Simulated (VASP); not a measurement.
# Lu2Si3P (P-3m1) in VASP: notebook, part 2 of 2

VASP 6.6.1.

### Step 5. Single point, PBE

This run uses another cell than the first one, of 19.57 Å³/atom.

Input file INCAR:

```
SYSTEM = Lu2Si3P
ALGO = Normal
EDIFF = 1E-7
ENCUT = 520
GGA = PE
ISIF = 2
ISMEAR = 0
LASPH = .True.
LCHARG = .True.
LELF = .True.
LREAL = .False.
LVHAR = .True.
LWAVE = .False.
NBANDS = 42
NELM = 100
PREC = Accurate
SIGMA = 0.1
```

Input file KPOINTS:

```
k-points
0
Gamma
  12 12 4
  0 0 0
```

Input file POSCAR:

```
Lu2Si3P
1.0
    3.4620325251      0.0000000000      0.0000000000
   -1.7310162626      2.9982081155      0.0000000000
    0.0000000000      0.0000000000     11.3101623530
Lu Si P
2 3 1
Direct
    0.3333333333      0.6666666667      0.6744251333
    0.6666666667      0.3333333333      0.3255748667
    0.0000000000      0.0000000000      0.5000000000
    0.3333333333      0.6666666667      0.1298938276
    0.6666666667      0.3333333333      0.8701061724
    0.0000000000      0.0000000000      0.0000000000
```

Potentials or basis: VASP PAW PBE potentials, release 64 (Lu, Si, P).

The run is started by

```sh
$ cat potpaw_PBE.64/Lu/POTCAR potpaw_PBE.64/Si/POTCAR potpaw_PBE.64/P/POTCAR > POTCAR
$ mpirun -np 1 vasp_std > vasp.out
```

OUTCAR:

```text
SYSTEM = Lu2Si3P
   EDIFF = 1E-7
   ENCUT = 520
   GGA = PE
   ISIF = 2
   ISMEAR = 0
   LASPH = .True.
   LREAL = .False.
   NELM = 100
   PREC = Accurate

 ion  position               nearest neighbor table
   1  0.333  0.667  0.674-   3 2.81   3 2.81   3 2.81   5 2.98   5 2.98   5 2.98
   2  0.667  0.333  0.326-   3 2.81   3 2.81   3 2.81   4 2.98   4 2.98   4 2.98
   3  0.000  0.000  0.500-   1 2.81   2 2.81   2 2.81   1 2.81   2 2.81   1 2.81
   4  0.333  0.667  0.130-   6 2.48   6 2.48   6 2.48   2 2.98   2 2.98   2 2.98
   5  0.667  0.333  0.870-   6 2.48   6 2.48   6 2.48   1 2.98   1 2.98   1 2.98
   6  0.000  0.000  0.000-   4 2.48   5 2.48   5 2.48   4 2.48   5 2.48   4 2.48

  LATTYP: Found a hexagonal cell.
 ALAT       =     3.4620325251
 C/A-ratio  =     3.2669139504

  Lattice vectors:

 A1 = (   3.4620325251,   0.0000000000,   0.0000000000)
 A2 = (  -1.7310162626,   2.9982081155,   0.0000000000)
 A3 = (   0.0000000000,   0.0000000000,  11.3101623530)

Analysis of symmetry for initial positions (statically):
=====================================================================
 Subroutine PRICEL returns:
 Original cell was already a primitive cell.
[... 183 lines left out ...]
 fundamental gap:      0.0114203404
 Fermi energy:         5.7252164475

 k-point     1 :       0.0000    0.0000    0.0000
  band No.  band energies     occupation
      1     -50.2630      2.00000
      2     -50.2626      2.00000
      3     -21.0572      2.00000
      4     -21.0204      2.00000
      5     -20.7630      2.00000
      6     -20.7630      2.00000
[... 1069 lines left out ...]
     41       9.3077      0.00000
     42       9.7642      0.00000

 [... further k-points ...]

------------------------ aborting loop because EDIFF is reached ----------------------------------------

  FORCE on cell =-STRESS in cart. coord.  units (eV):
  Direction    XX          YY          ZZ          XY          YZ          ZX
  --------------------------------------------------------------------------------------
  -------------------------------------------------------------------------------------
  Total        0.0983830      0.0983830      0.1091968     -0.0000000      0.0000000     -0.0000000
  in kB        1.3426683      1.3426683      1.4902485     -0.0000000      0.0000000     -0.0000000
  external PRESSURE =       1.3918617 kB  Pullay stress =       0.0000000 kB

 VOLUME and BASIS-vectors are now :
 -----------------------------------------------------------------------------
  energy-cutoff  :      520.00
  volume of cell :      117.40
      direct lattice vectors                 reciprocal lattice vectors
     3.462032525  0.000000000  0.000000000     0.288847662  0.166766275  0.000000000
    -1.731016263  2.998208116  0.000000000     0.000000000  0.333532551  0.000000000
     0.000000000  0.000000000 11.310162353     0.000000000  0.000000000  0.088416061

 POSITION                                       TOTAL-FORCE (eV/Angst)
 -----------------------------------------------------------------------------------
     -0.00000      1.99881      7.62786         0.000000      0.000000      0.007822
      1.73102      0.99940      3.68230        -0.000000     -0.000000     -0.007822
      0.00000      0.00000      5.65508        -0.000000      0.000000      0.000000
     -0.00000      1.99881      1.46912        -0.000000      0.000000     -0.024912
      1.73102      0.99940      9.84104        -0.000000     -0.000000      0.024912
      0.00000      0.00000      0.00000        -0.000000      0.000000      0.000000
 -----------------------------------------------------------------------------------
    total drift:                               -0.000000      0.000000      0.000000

  FREE ENERGIE OF THE ION-ELECTRON SYSTEM (eV)
  ---------------------------------------------------
  free  energy   TOTEN  =       -31.5110488520 eV

  energy  without entropy=      -31.4963058507  energy(sigma->0) =      -31.50367735
```

OSZICAR:

```text
N       E                     dE             d eps       ncg     rms          rms(c)
DAV:   1     0.472218362926E+03    0.47222E+03   -0.24981E+04  8382   0.461E+03
DAV:   2     0.370263131105E+02   -0.43519E+03   -0.41545E+03  6724   0.685E+02
DAV:   3    -0.237971968444E+02   -0.60824E+02   -0.58735E+02  6486   0.152E+02
DAV:   4    -0.318002517737E+02   -0.80031E+01   -0.78729E+01 10196   0.417E+01
DAV:   5    -0.321654618762E+02   -0.36521E+00   -0.36416E+00  8416   0.835E+00    0.921E+00
DAV:   6    -0.316335073888E+02    0.53195E+00   -0.41698E+00 10234   0.225E+01    0.493E+00
DAV:   7    -0.315502591467E+02    0.83248E-01   -0.94766E-01  8022   0.566E+00    0.263E+00
DAV:   8    -0.315103585200E+02    0.39901E-01   -0.22632E-01  8720   0.349E+00    0.497E-01
DAV:   9    -0.315108361518E+02   -0.47763E-03   -0.22177E-02  8784   0.929E-01    0.222E-01
DAV:  10    -0.315109743149E+02   -0.13816E-03   -0.21290E-03  9134   0.350E-01    0.101E-01
DAV:  11    -0.315110423749E+02   -0.68060E-04   -0.36681E-04  8360   0.118E-01    0.309E-02
DAV:  12    -0.315110473326E+02   -0.49577E-05   -0.41557E-05  8588   0.589E-02    0.141E-02
DAV:  13    -0.315110487817E+02   -0.14492E-05   -0.82401E-06  8392   0.206E-02    0.321E-03
DAV:  14    -0.315110488520E+02   -0.70268E-07   -0.82071E-07  7502   0.612E-03
   1 F= -.31511049E+02 E0= -.31503677E+02  d E =-.147430E-01
```

stdout:

```text
POSCAR found type information on POSCAR LuSiP
 POSCAR found :  3 types and       6 ions
 scaLAPACK will be used
 LDA part: xc-table for (Slater+PW92), standard interpolation
 POSCAR, INCAR and KPOINTS ok, starting setup
 FFT: planning ... GRIDC
 FFT: planning ... GRID_SOFT
 FFT: planning ... GRID
 WAVECAR not read
 entering main loop
```

Wall time 8.5 min (1 thread of Oxide Virtual Turin-like, shared host); peak memory 0.41 GiB.

What came out:

```yaml
Free_energy: -31.5110 eV
Pressure: 0.1 GPa
Largest_force: 0.025 eV/Å
Band_gap_on_the_k_mesh: zero (an odd number of electrons rules out a gap without spin polarisation)
```

Forces on the atoms (eV/Å):
```
Lu   0.000  0.000  0.008
Lu   0.000  0.000 -0.008
Si   0.000  0.000  0.000
Si   0.000  0.000 -0.025
Si   0.000  0.000  0.025
P    0.000  0.000  0.000
```

Levels at points of the mesh, in eV from the Fermi level:
| k point | band 32 | band 33 | band 34 | band 35 | band 36 | band 37 |
| --- | --- | --- | --- | --- | --- | --- |
| (0.00, 0.00, 0.00) | 1.10 | 1.10 | 1.44 | 1.44 | 2.11 | 2.65 |
| (0.50, 0.00, 0.00) | -1.59 | -1.20 | -0.14 | 0.36 | 0.81 | 1.00 |
| (0.00, 0.00, 0.50) | 0.92 | 0.92 | 1.76 | 1.98 | 1.98 | 2.28 |
| (0.50, 0.00, 0.50) | -1.84 | -0.74 | -0.16 | 0.10 | 0.79 | 0.80 |

Caveat: spin-orbit coupling is left out, which moves the levels of the heavy elements.

### Step 6. The runs side by side

```csv
task,cell,k mesh,cutoff (eV),gap on the mesh (eV),pressure (GPa),largest force (eV/Å)
single point,"a = 3.777, b = 3.777, c = 9.206 Å, angles 90.0, 90.0, 120.0°, 6 atoms, atomic positions A",6 × 6 × 2,520,none,7.4,1.39
single point,"a = 3.454, b = 3.454, c = 11.340 Å, angles 90.0, 90.0, 120.0°, 6 atoms, atomic positions B",6 × 6 × 2,520,none,0.1,0.03
relaxation of cell and atoms,"relaxed from a = 3.777, b = 3.777, c = 9.206 Å, angles 90.0, 90.0, 120.0°, 6 atoms, atomic positions A",6 × 6 × 2,600,none,0.0,0.03
single point,"a = 3.462, b = 3.462, c = 11.310 Å, angles 90.0, 90.0, 120.0°, 6 atoms, atomic positions C",12 × 12 × 4,520,none,0.1,0.02
```

Alike in all rows: level PBE; potentials or basis VASP PAW PBE potentials, release 64 (Lu, Si, P); no spin polarisation; smearing gaussian 0.1 eV.

Caveats: spin-orbit coupling is left out, which moves the levels of the heavy elements; the stress differs along the axes, from 5 to 12 GPa (at least some runs); forces of over 1 eV/Å act on the atoms, so gaps and moduli don't describe the material at rest (at least some runs); a cell axis changed by over 15 % at a fixed basis, so the end point is rough (at least some runs).

Absolute energies hang on the potentials; compare differences alone.

The gap in the log of VASP goes by the Fermi energy; the results here count the filled bands.